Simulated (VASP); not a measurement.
# TiC (Fm-3m) in VASP: a series of runs

TiC is run at these levels: PBE; tasks: single point.

Everything below comes from runs of VASP 6.6.1. Logs are shortened: lines on timing, memory, paths and dates and some standing lists are left out, and cuts for length are marked.

## (1) The cell of the first run

It takes space group Fm-3m (No. 225, cubic). Conventional cell: a = 4.319 Å, b = 4.319 Å, c = 4.319 Å, α = 90.00°, β = 90.00°, γ = 90.00°. Ti (site symmetry m-3m) has 6 C at 2.16 Å within 2.9 Å. C (site symmetry m-3m) has 6 Ti at 2.16 Å within 2.9 Å.

## (2) Single point, PBE

The input, INCAR:

```
PREC = Accurate
ENCUT = 600
EDIFF = 1E-6
ISMEAR = -1
SIGMA = 0.05
LREAL = False
LASPH = True
NELM = 120
ALGO = Normal
ISIF = 2
LWAVE = False
LCHARG = False
GGA = PE
NBANDS = 15
GGA_COMPAT = False
```

The input, KPOINTS:

```
regular mesh
0
Gamma
  3 3 3
```

The input, POSCAR:

```
TiC
1.0
    0.0000000000      2.1593000000      2.1593000000
    2.1593000000      0.0000000000      2.1593000000
    2.1593000000      2.1593000000      0.0000000000
Ti C
1 1
Direct
    0.0000000000      0.0000000000      0.0000000000
    0.5000000000      0.5000000000      0.5000000000
```

Potentials or basis: VASP PAW PBE potentials, release 64 (Ti_sv, C).

Launch:

```
$ cat potpaw_PBE.64/Ti_sv/POTCAR potpaw_PBE.64/C/POTCAR > POTCAR
$ mpirun -np 1 vasp_std > vasp.out
```

OUTCAR:

```text
PREC = Accurate
   ENCUT = 600
   EDIFF = 1E-6
   ISMEAR = -1
   LREAL = False
   LASPH = True
   NELM = 120
   ISIF = 2
   GGA = PE

 ion  position               nearest neighbor table
   1  0.000  0.000  0.000-   2 2.16   2 2.16   2 2.16   2 2.16   2 2.16   2 2.16
   2  0.500  0.500  0.500-   1 2.16   1 2.16   1 2.16   1 2.16   1 2.16   1 2.16

  LATTYP: Found a face centered cubic cell.
 ALAT       =     4.3186000000

  Lattice vectors:

 A1 = (   0.0000000000,   2.1593000000,   2.1593000000)
 A2 = (   2.1593000000,   0.0000000000,   2.1593000000)
 A3 = (   2.1593000000,   2.1593000000,   0.0000000000)

Analysis of symmetry for initial positions (statically):
=====================================================================
 Subroutine PRICEL returns:
 Original cell was already a primitive cell.

 Routine SETGRP: Setting up the symmetry group for a
 face centered cubic supercell.

 Subroutine GETGRP returns: Found 48 space group operations
 (whereof 48 operations were pure point group operations)
 out of a pool of 48 trial point group operations.

The static configuration has the point symmetry O_h .

Analysis of symmetry for dynamics (positions and initial velocities):
=====================================================================
 Subroutine PRICEL returns:
 Original cell was already a primitive cell.

 Routine SETGRP: Setting up the symmetry group for a
 face centered cubic supercell.

 Subroutine GETGRP returns: Found 48 space group operations
 (whereof 48 operations were pure point group operations)
 out of a pool of 48 trial point group operations.

The dynamic configuration has the point symmetry O_h .

 Subroutine INISYM returns: Found 48 space group operations
 (whereof 48 operations are pure point group operations),
 and found     1 'primitive' translations

----------------------------------------------------------------------------------------

                                     Primitive cell

  volume of cell :      20.1358

  direct lattice vectors                    reciprocal lattice vectors
     0.000000000  2.159300000  2.159300000    -0.231556523  0.231556523  0.231556523
     2.159300000  0.000000000  2.159300000     0.231556523 -0.231556523  0.231556523
     2.159300000  2.159300000  0.000000000     0.231556523  0.231556523 -0.231556523

  length of vectors
     3.053711345  3.053711345  3.053711345     0.401067663  0.401067663  0.401067663

  position of ions in fractional coordinates (direct lattice)
     0.000000000  0.000000000  0.000000000
     0.500000000  0.500000000  0.500000000

  ion indices of the primitive-cell ions
   primitive index   ion index
                 1           1
                 2           2

----------------------------------------------------------------------------------------

 KPOINTS: regular mesh

Automatic generation of k-mesh.
 Grid dimensions read from file:
 generate k-points for:    3    3    3

 Generating k-lattice:

  Cartesian coordinates                     Fractional coordinates (reciprocal lattice)
    -0.077185508  0.077185508  0.077185508     0.333333333  0.000000000  0.000000000
     0.077185508 -0.077185508  0.077185508     0.000000000  0.333333333  0.000000000
     0.077185508  0.077185508 -0.077185508     0.000000000  0.000000000  0.333333333

  Length of vectors
     0.133689221  0.133689221  0.133689221

  Shift w.r.t. Gamma in fractional coordinates (k-lattice)
     0.000000000  0.000000000  0.000000000

 Subroutine IBZKPT returns following result:
 ===========================================

 Found      4 irreducible k-points:

 Following reciprocal coordinates:
            Coordinates               Weight
  0.000000  0.000000  0.000000      1.000000
  0.333333  0.000000  0.000000      8.000000
  0.333333  0.333333  0.000000      6.000000
 -0.333333  0.333333  0.000000     12.000000
   k-points           NKPTS =      4   k-points in BZ     NKDIM =      4   number of bands    NBANDS=     15
   number of dos      NEDOS =    301   number of ions     NIONS =      2
   total plane-waves  NPLWV =  13824
   dimension x,y,z NGX =    24 NGY =   24 NGZ =   24
   dimension x,y,z NGXF=    48 NGYF=   48 NGZF=   48
   ions per type =               1   1
   NGX,Y,Z   is equivalent  to a cutoff of  13.07, 13.07, 13.07 a.u.
   NGXF,Y,Z  is equivalent  to a cutoff of  26.13, 26.13, 26.13 a.u.
 SYSTEM =  unknown system
   PREC   = accura    normal or accurate (medium, high low for compatibility)
   ISTART =      0    job   : 0-new  1-cont  2-samecut
   ICHARG =      2    charge: 1-file 2-atom 10-const
   ISPIN  =      1    spin polarized calculation?
   LNONCOLLINEAR =      F non collinear calculations
   LSORBIT =      F    spin-orbit coupling
   LASPH  =      T    aspherical Exc in radial PAW
   ENCUT  =  600.0 eV  44.10 Ry    6.64 a.u.   6.10  6.10  6.10*2*pi/ulx,y,z
   NELM   =    120;   NELMIN=  2; NELMDL= -5     # of ELM steps
   EDIFF  = 0.1E-05   stopping-criterion for ELM
   LREAL  =      F    real-space projection
   EDIFFG = 0.1E-04   stopping-criterion for IOM
   NSW    =      0    number of steps for IOM
   IBRION =     -1    ionic relax: 0-MD 1-quasi-New 2-CG
   NFREE  =      0    steps in history (QN), initial steepest desc. (CG)
   ISIF   =      2    stress and relaxation
   ISYM   =      2    0-nonsym 1-usesym 2-fastsym
   POTIM  = 0.5000    time-step for ionic-motion
   TEBEG  =    0.0;   TEEND  =   0.0 temperature during run
   PSTRESS=    0.0 pullay stress
   NELECT =      16.0000    total number of electrons
   NUPDOWN=      -1.0000    fix difference up-down
   EMIN   =  10.00;   EMAX   =-10.00  energy-range for DOS
   EFERMI =   0.00;   METHOD = LEGACY
   ISMEAR =    -1;   SIGMA  =   0.05  broadening in eV -4-tet -1-fermi 0-gaus
   EFERMI_NEDOS =   21; number of points for ismear=-14 and -15
   IALGO  =     38    algorithm
   IMIX   =      4    mixing-type and parameters
     AMIX     =   0.40;   BMIX     =  1.00
     AMIX_MAG =   1.60;   BMIX_MAG =  1.00
  volume/ion in A,a.u.               =      10.07        67.94
  Fermi-wavevector in a.u.,A,eV,Ry     =   1.516323  2.865436 31.283015  2.299237
  Thomas-Fermi vector in A             =   2.625728
   LORBIT       =      0    0 simple, 1 ext, 2 COOP (PROOUT), +10 PAW based schemes
   GGA     = PE    functional components
   LHFCALC =     F    Hartree Fock is set to
   AEXX    =    0.0000 exact exchange contribution
   IVDW    =     0    specifies the selected vdW correction
   LEPSILON=     F    determine dielectric tensor
   LRPA    =     F    only Hartree local field effects (RPA)
 non-spin polarized calculation
  energy-cutoff  :      600.00
  volume of cell :       20.14
 maximum number of plane-waves:       680
   NGX = 13   NGY = 13   NGZ = 13

 number of electron      16.0000002 magnetization

 Free energy of the ion-electron system (eV)
  ---------------------------------------------------
  ext. energy  EPLUGINS =         0.00000000
  ---------------------------------------------------
  free energy    TOTEN  =       -18.49930075 eV

  energy without entropy =      -18.47430805  energy(sigma->0) =      -18.48680440

 E-fermi :   9.2115     XC(G=0): -12.7499

 val. band max:        9.1565557657   @ k =   0.3333   0.3333   0.0000
 cond. band min:      10.2196780308   @ k =   0.0000   0.0000   0.0000
 fundamental gap:      1.0631222651
 Fermi energy:         9.2114862604

 k-point     1 :       0.0000    0.0000    0.0000
  band No.  band energies     occupation
      1     -47.0323      2.00000
      2     -23.0534      2.00000
      3     -23.0534      2.00000
      4     -23.0534      2.00000
      5      -2.9382      2.00000
      6      10.2197      0.00000
      7      10.2197      0.00000
      8      10.2197      0.00000
      9      11.1755      0.00000
     10      11.1755      0.00000
     11      11.1755      0.00000
     12      11.2595      0.00000
     13      11.2595      0.00000
     14      20.1127      0.00000
     15      23.5884      0.00000

 k-point     2 :       0.3333    0.0000    0.0000
  band No.  band energies     occupation
      1     -46.9755      2.00000
      2     -23.4420      2.00000
      3     -23.0905      2.00000
      4     -23.0905      2.00000
      5      -0.7496      2.00000
      6       5.3603      2.00000
      7       7.1302      2.00000
      8       7.1302      2.00000
      9      11.8522      0.00000
     10      11.8522      0.00000
     11      12.8490      0.00000
     12      16.5891      0.00000
     13      16.5891      0.00000
     14      19.5268      0.00000
     15      25.0113      0.00000

 k-point     3 :       0.3333    0.3333    0.0000
  band No.  band energies     occupation
      1     -46.9567      2.00000
      2     -23.3989      2.00000
      3     -23.1836      2.00000
      4     -23.1836      2.00000
      5      -0.8964      2.00000
      6       5.5960      2.00000
      7       8.3705      2.00000
      8       9.1566      1.50000
      9       9.1566      1.50000
     10      11.9993      0.00000
     11      13.4436      0.00000
     12      13.4436      0.00000
     13      16.0056      0.00000
     14      22.6445      0.00000
     15      24.3407      0.00000

 k-point     4 :      -0.3333    0.3333    0.0000
  band No.  band energies     occupation
      1     -46.9375      2.00000
      2     -23.3903      2.00000
      3     -23.3722      2.00000
      4     -23.1562      2.00000
      5       0.0998      2.00000
      6       5.3000      2.00000
      7       6.2626      2.00000
      8       7.2769      2.00000
      9      11.7794      0.00000
     10      12.4141      0.00000
     11      13.5223      0.00000
     12      14.8727      0.00000
     13      16.1653      0.00000
     14      21.7590      0.00000
     15      23.2082      0.00000

------------------------ aborting loop because EDIFF is reached ----------------------------------------

  FORCE on cell =-STRESS in cart. coord.  units (eV):
  Direction    XX          YY          ZZ          XY          YZ          ZX
  --------------------------------------------------------------------------------------
  -------------------------------------------------------------------------------------
  Total        0.4704706      0.4704706      0.4704706     -0.0000000      0.0000000      0.0000000
  in kB       37.4346766     37.4346766     37.4346766     -0.0000000      0.0000000      0.0000000
  external PRESSURE =      37.4346766 kB  Pullay stress =       0.0000000 kB

 VOLUME and BASIS-vectors are now :
 -----------------------------------------------------------------------------
  energy-cutoff  :      600.00
  volume of cell :       20.14
      direct lattice vectors                 reciprocal lattice vectors
     0.000000000  2.159300000  2.159300000    -0.231556523  0.231556523  0.231556523
     2.159300000  0.000000000  2.159300000     0.231556523 -0.231556523  0.231556523
     2.159300000  2.159300000  0.000000000     0.231556523  0.231556523 -0.231556523

 POSITION                                       TOTAL-FORCE (eV/Angst)
 -----------------------------------------------------------------------------------
      0.00000      0.00000      0.00000        -0.000000     -0.000000     -0.000000
      2.15930      2.15930      2.15930         0.000000      0.000000      0.000000
 -----------------------------------------------------------------------------------
    total drift:                                0.000000     -0.000000     -0.000000

  FREE ENERGIE OF THE ION-ELECTRON SYSTEM (eV)
  ---------------------------------------------------
  free  energy   TOTEN  =       -18.4993007467 eV

  energy  without entropy=      -18.4743080547  energy(sigma->0) =      -18.48680440
```

Wall time 4.8 s (1 thread of Intel Xeon Platinum 8488C (Sapphire Rapids), shared host); peak memory 0.13 GiB.

What came out:

```
Free energy            : -18.4993 eV
Pressure               : 3.7 GPa
Band gap on the k mesh : zero (band 8 reaches 10.22 eV, above the bottom of band 9 at 9.16 eV)
```

Levels at points of the mesh, in eV from the Fermi level:
```csv
k point,band 6,band 7,band 8,band 9,band 10,band 11
"(0.00, 0.00, 0.00)",1.01,1.01,1.01,1.96,1.96,1.96
```

Caveat: the k points lie up to 0.84 Å⁻¹ apart.

## (3) Single point, PBE

The input, INCAR:

```
PREC = Accurate ; ENCUT = 600
EDIFF = 1E-6 ; ISMEAR = -1
SIGMA = 0.05 ; LREAL = False
LASPH = True ; NELM = 120
ALGO = Normal ; ISIF = 2
LWAVE = False ; LCHARG = False
GGA = PE ; NBANDS = 15
GGA_COMPAT = False
```

The input, KPOINTS:

```
regular mesh
0
Gamma
  4 4 4
```

POSCAR is that of step 2.

Potentials or basis: VASP PAW PBE potentials, release 64 (Ti_sv, C).

Launch:

```
$ cat potpaw_PBE.64/Ti_sv/POTCAR potpaw_PBE.64/C/POTCAR > POTCAR
$ mpirun -np 1 vasp_std > vasp.out
```

Wall time 4.1 s (1 thread of Intel Xeon Platinum 8488C (Sapphire Rapids), shared host); peak memory 0.13 GiB.

Results (log left out):

```yaml
Free_energy: -18.6556 eV
Pressure: 1.8 GPa
Band_gap_on_the_k_mesh: zero (band 8 reaches 10.25 eV, above the bottom of band 9 at 9.09 eV)
```

Levels at points of the mesh, in eV from the Fermi level:
```tsv
k point	band 5	band 6	band 7	band 8	band 9	band 10	band 11	band 12
(0.00, 0.00, 0.00)	-12.24	0.97	0.97	0.97	1.86	1.86	1.86	2.01
(0.50, 0.00, 0.00)	-8.73	-5.66	-2.70	-2.70	3.23	3.23	4.41	8.48
(0.50, 0.50, 0.00)	-9.96	-3.23	-1.38	0.16	0.16	3.02	3.85	3.85
```

Caveat: the k points lie up to 0.63 Å⁻¹ apart.

## (4) Single point, PBE

The input, INCAR:

```
PREC = Accurate
ENCUT = 600
EDIFF = 1E-6
ISMEAR = -1
SIGMA = 0.05
LREAL = F
LASPH = T
NELM = 120
ALGO = Normal
ISIF = 2
LWAVE = F
LCHARG = T
GGA = PE
LELF = T
LVHAR = T
NBANDS = 15
GGA_COMPAT = F
```

The input, KPOINTS:

```
Automatic mesh
0
Gamma
  6 6 6
```

POSCAR is that of step 3.

Launch:

```
$ cat potpaw_PBE.64/Ti_sv/POTCAR potpaw_PBE.64/C/POTCAR > POTCAR
$ mpirun -np 1 vasp_std > vasp.out
```

Wall time 6.9 s (1 thread of Intel Xeon Platinum 8488C (Sapphire Rapids), shared host); peak memory 0.14 GiB.

It converged, with:

```
Free energy            : -18.6975 eV
Pressure               : 2.7 GPa
Band gap on the k mesh : zero (band 8 reaches 10.21 eV, above the bottom of band 9 at 9.18 eV)
```

Levels at points of the mesh, in eV from the Fermi level:
| k point | band 6 | band 7 | band 8 | band 9 | band 10 | band 11 |
| --- | --- | --- | --- | --- | --- | --- |
| (0.00, 0.00, 0.00) | 0.81 | 0.81 | 0.81 | 1.80 | 1.80 | 1.80 |
| (0.50, 0.00, 0.00) | -5.77 | -2.81 | -2.81 | 3.06 | 3.06 | 4.26 |
| (0.50, 0.50, 0.00) | -3.33 | -1.53 | 0.08 | 0.08 | 2.85 | 3.67 |

Caveat: the k points lie up to 0.42 Å⁻¹ apart.

(Continued in part 2 of 2.)
